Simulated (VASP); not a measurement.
# AlNi3 (Pm-3m) in VASP: single point with PBE

Aim: the single point of AlNi3 with PBE.

All numbers are computed with VASP 6.6.1; they aren't measurements. Logs are shortened: lines on timing, memory, paths and dates and some standing lists are left out, and cuts for length are marked.

## 1. The cell of the first run

Symmetry: Pm-3m, No. 221, cubic system. Conventional cell: a = 3.523 Å, b = 3.523 Å, c = 3.523 Å, α = 90.00°, β = 90.00°, γ = 90.00°. Within 3.3 Å of Al (site symmetry m-3m) lie 12 Ni at 2.49 Å. Ni (site symmetry 4/mmm) has 4 Al at 2.49 Å and 8 Ni at 2.49 Å within 3.3 Å.

## 2. Single point, PBE, collinear spin, ferromagnetic start

File INCAR:

```
SYSTEM = AlNi3
  ALGO = Normal
  EDIFF = 1E-6
  ENCUT = 520
  GGA = PE
  ISIF = 2
  ISMEAR = 0
  ISPIN = 2
  LASPH = .TRUE.
  LCHARG = .FALSE.
  LMAXMIX = 4
  LORBIT = 11
  LREAL = .FALSE.
  LWAVE = .FALSE.
  MAGMOM = 0 2 2 2
  NBANDS = 28
  NELM = 150
  PREC = Accurate
  SIGMA = 0.05
```

File KPOINTS:

```
k-points
0
G
  12 12 12
  0 0 0
```

File POSCAR:

```
AlNi3
1.0
    3.5230547300      0.0000000000      0.0000000000
    0.0000000000      3.5230547300      0.0000000000
    0.0000000000      0.0000000000      3.5230547300
Al Ni
1 3
Direct
    0.0000000000      0.0000000000      0.0000000000
    0.0000000000      0.5000000000      0.5000000000
    0.5000000000      0.0000000000      0.5000000000
    0.5000000000      0.5000000000      0.0000000000
```

Potentials or basis: VASP PAW PBE potentials, release 64 (Al, Ni).

Started as:

```sh
cat potpaw_PBE.64/Al/POTCAR potpaw_PBE.64/Ni/POTCAR > POTCAR
mpirun -np 1 vasp_std > vasp.out
```

OUTCAR:

```text
SYSTEM = AlNi3
   EDIFF = 1E-6
   ENCUT = 520
   GGA = PE
   ISIF = 2
   ISMEAR = 0
   ISPIN = 2
   LASPH = .TRUE.
   LORBIT = 11
   LREAL = .FALSE.
   NELM = 150
   PREC = Accurate

 ion  position               nearest neighbor table
   1  0.000  0.000  0.000-   2 2.49   3 2.49   4 2.49   2 2.49   3 2.49   2 2.49   4 2.49   2 2.49
                             3 2.49   4 2.49   3 2.49   4 2.49
   2  0.000  0.500  0.500-   1 2.49   3 2.49   4 2.49   1 2.49   4 2.49   1 2.49   3 2.49   1 2.49
                             3 2.49   4 2.49   4 2.49   3 2.49
   3  0.500  0.000  0.500-   1 2.49   2 2.49   4 2.49   1 2.49   4 2.49   2 2.49   4 2.49   4 2.49
                             1 2.49   2 2.49   1 2.49   2 2.49
   4  0.500  0.500  0.000-   1 2.49   2 2.49   3 2.49   2 2.49   3 2.49   1 2.49   3 2.49   3 2.49
                             1 2.49   2 2.49   2 2.49   1 2.49

  LATTYP: Found a simple cubic cell.
 ALAT       =     3.5230547300

  Lattice vectors:

 A1 = (   3.5230547300,   0.0000000000,   0.0000000000)
 A2 = (   0.0000000000,   3.5230547300,   0.0000000000)
 A3 = (   0.0000000000,   0.0000000000,   3.5230547300)

Analysis of symmetry for initial positions (statically):
=====================================================================
 Subroutine PRICEL returns:
 Original cell was already a primitive cell.

 Routine SETGRP: Setting up the symmetry group for a
 simple cubic supercell.

 Subroutine GETGRP returns: Found 48 space group operations
 (whereof 48 operations were pure point group operations)
 out of a pool of 48 trial point group operations.

The static configuration has the point symmetry O_h .

Analysis of symmetry for dynamics (positions and initial velocities):
=====================================================================
 Subroutine PRICEL returns:
 Original cell was already a primitive cell.

 Routine SETGRP: Setting up the symmetry group for a
 simple cubic supercell.

 Subroutine GETGRP returns: Found 48 space group operations
 (whereof 48 operations were pure point group operations)
 out of a pool of 48 trial point group operations.

The dynamic configuration has the point symmetry O_h .

Analysis of structural, dynamic, and magnetic symmetry:
=====================================================================
 Subroutine PRICEL returns:
 Original cell was already a primitive cell.

 Routine SETGRP: Setting up the symmetry group for a
 simple cubic supercell.

 Subroutine GETGRP returns: Found 48 space group operations
 (whereof 48 operations were pure point group operations)
 out of a pool of 48 trial point group operations.

The overall configuration has the point symmetry O_h .

 Subroutine INISYM returns: Found 48 space group operations
 (whereof 48 operations are pure point group operations),
 and found     1 'primitive' translations

----------------------------------------------------------------------------------------

                                     Primitive cell

  volume of cell :      43.7279

  direct lattice vectors                    reciprocal lattice vectors
     3.523054730  0.000000000  0.000000000     0.283844583  0.000000000  0.000000000
     0.000000000  3.523054730  0.000000000     0.000000000  0.283844583  0.000000000
     0.000000000  0.000000000  3.523054730     0.000000000  0.000000000  0.283844583

  length of vectors
     3.523054730  3.523054730  3.523054730     0.283844583  0.283844583  0.283844583

  position of ions in fractional coordinates (direct lattice)
     0.000000000  0.000000000  0.000000000
     0.000000000  0.500000000  0.500000000
     0.500000000  0.000000000  0.500000000
     0.500000000  0.500000000  0.000000000

  ion indices of the primitive-cell ions
   primitive index   ion index
                 1           1
                 2           2
                 3           3
                 4           4

----------------------------------------------------------------------------------------

 KPOINTS: k-points

Automatic generation of k-mesh.
 Grid dimensions read from file:
 generate k-points for:   12   12   12

 Generating k-lattice:

  Cartesian coordinates                     Fractional coordinates (reciprocal lattice)
     0.023653715  0.000000000  0.000000000     0.083333333  0.000000000  0.000000000
     0.000000000  0.023653715  0.000000000     0.000000000  0.083333333  0.000000000
     0.000000000  0.000000000  0.023653715     0.000000000  0.000000000  0.083333333

  Length of vectors
     0.023653715  0.023653715  0.023653715

  Shift w.r.t. Gamma in fractional coordinates (k-lattice)
     0.000000000  0.000000000  0.000000000

 Subroutine IBZKPT returns following result:
 ===========================================

 Found     84 irreducible k-points:

 Following reciprocal coordinates:
            Coordinates               Weight
  0.000000  0.000000  0.000000      1.000000
  0.083333  0.000000  0.000000      6.000000
  0.166667  0.000000  0.000000      6.000000
  0.250000  0.000000  0.000000      6.000000
  0.333333  0.000000  0.000000      6.000000
  0.416667  0.000000  0.000000      6.000000
[... 16 lines left out ...]
  0.333333  0.333333  0.000000     12.000000
  0.416667  0.333333  0.000000     24.000000
 [... further k-points ...]
   k-points           NKPTS =     84   k-points in BZ     NKDIM =     84   number of bands    NBANDS=     28
   number of dos      NEDOS =    301   number of ions     NIONS =      4
   total plane-waves  NPLWV =  21952
   dimension x,y,z NGX =    28 NGY =   28 NGZ =   28
   dimension x,y,z NGXF=    56 NGYF=   56 NGZF=   56
   ions per type =               1   3
   NGX,Y,Z   is equivalent  to a cutoff of  13.21, 13.21, 13.21 a.u.
   NGXF,Y,Z  is equivalent  to a cutoff of  26.43, 26.43, 26.43 a.u.
 SYSTEM =  AlNi3
   PREC   = accura    normal or accurate (medium, high low for compatibility)
   ISTART =      0    job   : 0-new  1-cont  2-samecut
   ICHARG =      2    charge: 1-file 2-atom 10-const
   ISPIN  =      2    spin polarized calculation?
   LNONCOLLINEAR =      F non collinear calculations
   LSORBIT =      F    spin-orbit coupling
   LASPH  =      T    aspherical Exc in radial PAW
   ENCUT  =  520.0 eV  38.22 Ry    6.18 a.u.   6.55  6.55  6.55*2*pi/ulx,y,z
   NELM   =    150;   NELMIN=  2; NELMDL= -5     # of ELM steps
   EDIFF  = 0.1E-05   stopping-criterion for ELM
   LREAL  =      F    real-space projection
[... 7 lines left out ...]
   TEBEG  =    0.0;   TEEND  =   0.0 temperature during run
   PSTRESS=    0.0 pullay stress
   NELECT =      33.0000    total number of electrons
   NUPDOWN=      -1.0000    fix difference up-down
   EMIN   =  10.00;   EMAX   =-10.00  energy-range for DOS
   EFERMI =   0.00;   METHOD = LEGACY
   ISMEAR =     0;   SIGMA  =   0.05  broadening in eV -4-tet -1-fermi 0-gaus
   EFERMI_NEDOS =   21; number of points for ismear=-14 and -15
   IALGO  =     38    algorithm
   IMIX   =      4    mixing-type and parameters
     AMIX     =   0.40;   BMIX     =  1.00
     AMIX_MAG =   1.60;   BMIX_MAG =  1.00
  volume/ion in A,a.u.               =      10.93        73.77
  Fermi-wavevector in a.u.,A,eV,Ry     =   1.490482  2.816603 30.225843  2.221537
  Thomas-Fermi vector in A             =   2.603258
   LORBIT       =     11    0 simple, 1 ext, 2 COOP (PROOUT), +10 PAW based schemes
   GGA     = PE    functional components
   LHFCALC =     F    Hartree Fock is set to
   AEXX    =    0.0000 exact exchange contribution
   IVDW    =     0    specifies the selected vdW correction
   LEPSILON=     F    determine dielectric tensor
   LRPA    =     F    only Hartree local field effects (RPA)
 spin polarized calculation
 Gauss-broadening in eV      SIGMA  =   0.05
  energy-cutoff  :      520.00
  volume of cell :       43.73
 maximum number of plane-waves:      1208
 NGX is ok and might be reduce to    28
   NGX = 13   NGY = 13   NGZ = 13

 number of electron      32.9999980 magnetization       0.7112064

 Free energy of the ion-electron system (eV)
  ---------------------------------------------------
  ext. energy  EPLUGINS =         0.00000000
  ---------------------------------------------------
  free energy    TOTEN  =       -21.86360520 eV

  energy without entropy =      -21.85985511  energy(sigma->0) =      -21.86173015

 E-fermi :   9.9416     XC(G=0): -12.8541

 val. band max:        9.9403119012   @ k =   0.5000   0.3333   0.2500
 cond. band min:       9.9439811514   @ k =   0.0000   0.0000   0.0000
 fundamental gap:      0.0036692502
 Fermi energy:         9.9415947961

 spin component 1

 k-point     1 :       0.0000    0.0000    0.0000
  band No.  band energies     occupation
      1      -0.2347      1.00000
      2       5.4545      1.00000
      3       6.1389      1.00000
      4       6.1389      1.00000
      5       6.5002      1.00000
      6       6.5002      1.00000
[... 20 lines left out ...]
     27      24.1635      0.00000
     28      24.1635      0.00000
[... 683 lines left out ...]
 k-point    24 :       0.4167    0.3333    0.0000
  band No.  band energies     occupation
      1       2.9495      1.00000
      2       4.6792      1.00000
      3       5.6227      1.00000
      4       6.6876      1.00000
      5       6.7052      1.00000
      6       7.1212      1.00000
[... 20 lines left out ...]
     27      23.5976      0.00000
     28      23.9484      0.00000

 [... further k-points ...]

 spin component 2

 k-point     1 :       0.0000    0.0000    0.0000
  band No.  band energies     occupation
      1      -0.2652      1.00000
      2       5.5302      1.00000
      3       6.2892      1.00000
      4       6.2892      1.00000
      5       6.7877      1.00000
      6       6.7877      1.00000
[... 20 lines left out ...]
     27      24.1617      0.00000
     28      24.1617      0.00000
[... 683 lines left out ...]
 k-point    24 :       0.4167    0.3333    0.0000
  band No.  band energies     occupation
      1       2.9254      1.00000
      2       4.6934      1.00000
      3       5.6829      1.00000
      4       6.7671      1.00000
      5       6.8551      1.00000
      6       7.3967      1.00000
[... 20 lines left out ...]
     27      23.5775      0.00000
     28      23.9610      0.00000

 [... further k-points ...]
[... 5 lines left out ...]
  --------------------------------------------------------------------------------------
  -------------------------------------------------------------------------------------
  Total        1.9950901      1.9950901      1.9950901     -0.0000000     -0.0000000      0.0000000
  in kB       73.0995888     73.0995888     73.0995888     -0.0000000     -0.0000000      0.0000000
  external PRESSURE =      73.0995888 kB  Pullay stress =       0.0000000 kB

 VOLUME and BASIS-vectors are now :
 -----------------------------------------------------------------------------
  energy-cutoff  :      520.00
  volume of cell :       43.73
      direct lattice vectors                 reciprocal lattice vectors
     3.523054730  0.000000000  0.000000000     0.283844583  0.000000000  0.000000000
     0.000000000  3.523054730  0.000000000     0.000000000  0.283844583  0.000000000
     0.000000000  0.000000000  3.523054730     0.000000000  0.000000000  0.283844583

 POSITION                                       TOTAL-FORCE (eV/Angst)
 -----------------------------------------------------------------------------------
      0.00000      0.00000      0.00000         0.000000      0.000000      0.000000
      0.00000      1.76153      1.76153         0.000000      0.000000      0.000000
      1.76153      0.00000      1.76153         0.000000      0.000000      0.000000
      1.76153      1.76153      0.00000         0.000000      0.000000      0.000000
 -----------------------------------------------------------------------------------
    total drift:                                0.000000      0.000000      0.000000

  FREE ENERGIE OF THE ION-ELECTRON SYSTEM (eV)
  ---------------------------------------------------
  free  energy   TOTEN  =       -21.8636051950 eV

  energy  without entropy=      -21.8598551101  energy(sigma->0) =      -21.86173015

 total charge

# of ion       s       p       d       tot
------------------------------------------
    1        0.412   0.406   0.000   0.818
    2        0.507   0.546   8.395   9.448
    3        0.507   0.546   8.395   9.448
    4        0.507   0.546   8.395   9.448
--------------------------------------------------
tot          1.933   2.043  25.185  29.162

 magnetization (x)

# of ion       s       p       d       tot
------------------------------------------
    1       -0.001  -0.008   0.000  -0.009
    2       -0.003  -0.010   0.267   0.253
    3       -0.003  -0.010   0.267   0.253
    4       -0.003  -0.010   0.267   0.253
--------------------------------------------------
tot         -0.010  -0.039   0.800   0.750
```

Wall time 5.7 min (1 thread of AMD EPYC 7R13, shared host); peak memory 0.25 GiB.

Results:

- Free energy: -21.8636 eV
- Pressure: 7.3 GPa
- Net moment: 0.71 μB per cell
- Site moments: Al -0.01; Ni +0.25 μB
- Valence electrons inside the program's atomic spheres: Al 0.82; Ni 9.45
